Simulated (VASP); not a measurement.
Set up this calculation in VASP 6.6.1, as the native input.

| Item | Value |
| --- | --- |
| Task | single point |
| Functional | r2SCAN |
| Dispersion | D3(BJ) |
| Potentials or basis | VASP PAW PBE potentials, release 64 (Co) |
| Cutoff | 520 eV |
| k mesh | 12 × 12 × 4 |
| Occupations | fermi-dirac, width 0.05 eV |
| Spin | collinear spin, ferromagnetic start |
| Starting moments | [2.0, 2.0, 2.0, 2.0] μB |
| Dipole correction | no |
| Further INCAR settings | ALGO = Normal; EDIFF = 1e-07; NBANDS = 30 |

Crystal: Co.

```xyz
4
Lattice="2.5190 0.0000 0.0000 -1.2595 2.1815 0.0000 0.0000 0.0000 8.2469" Properties=species:S:1:pos:R:3 pbc="T T T"
Co    1.2595    0.7272    6.1852
Co    0.0000    0.0000    4.1234
Co    0.0000    1.4544    2.0617
Co    0.0000    0.0000    0.0000
```

One way to write it, as run:

POSCAR

```
Co
1.0
    2.5190164704      0.0000000000      0.0000000000
   -1.2595082352      2.1815322559      0.0000000000
    0.0000000000      0.0000000000      8.2468668932
Co
4
Direct
    0.6666666667      0.3333333333      0.7500000000
    0.0000000000      0.0000000000      0.5000000000
    0.3333333333      0.6666666667      0.2500000000
    0.0000000000      0.0000000000      0.0000000000
```

INCAR.step1

```
PREC = Accurate
ENCUT = 520
ISMEAR = -1
SIGMA = 0.05
LREAL = F
LASPH = T
NELM = 150
ISPIN = 2
MAGMOM = 2 2 2 2
LMAXMIX = 4
NBANDS = 30
GGA = PE
ALGO = Normal
EDIFF = 1E-4
LWAVE = T
LCHARG = F
```

INCAR.step2

```
PREC = Accurate
ENCUT = 520
EDIFF = 1E-7
ISMEAR = -1
SIGMA = 0.05
LREAL = F
LASPH = T
NELM = 150
ALGO = Normal
ISIF = 2
LWAVE = F
LCHARG = T
ISPIN = 2
MAGMOM = 2 2 2 2
LORBIT = 11
LMAXMIX = 4
METAGGA = R2SCAN
LMIXTAU = T
IVDW = 12
LELF = T
LVHAR = T
NBANDS = 30
VDW_S6 = 1.0
VDW_S8 = 0.78981345
VDW_A1 = 0.49484001
VDW_A2 = 5.73083694
ISTART = 1
```

KPOINTS

```
regular mesh
0
Gamma
  12 12 4
```

Potentials or basis: VASP PAW PBE potentials, release 64 (Co).

Launch:

```sh
$ cat potpaw_PBE.64/Co/POTCAR > POTCAR
$ cp INCAR.step1 INCAR
$ mpirun -np 1 vasp_std > vasp.out
$ cp INCAR.step2 INCAR
$ mpirun -np 1 vasp_std > vasp.out
```

Results of the run:

```json
{
  "Pressure": "-14.5 GPa",
  "Net moment": "7.10 μB per cell",
  "Site moments": "Co +1.87, +1.83 (each value once) μB",
  "Valence electrons inside the program's atomic spheres": "Co 8.21, 8.22 (each value once)",
  "Dispersion energy per atom": "-0.187 eV"
}
```

Caveat: the cell stands under tension; the PAW data sets were made with another functional, which shifts forces and pressure a little.

It took 19 min on 1 thread of Intel(R) Xeon(R) Platinum 8259CL CPU @ 2.50GHz (Skylake/Cascade Lake) (shared host), peak memory 0.27 GiB.
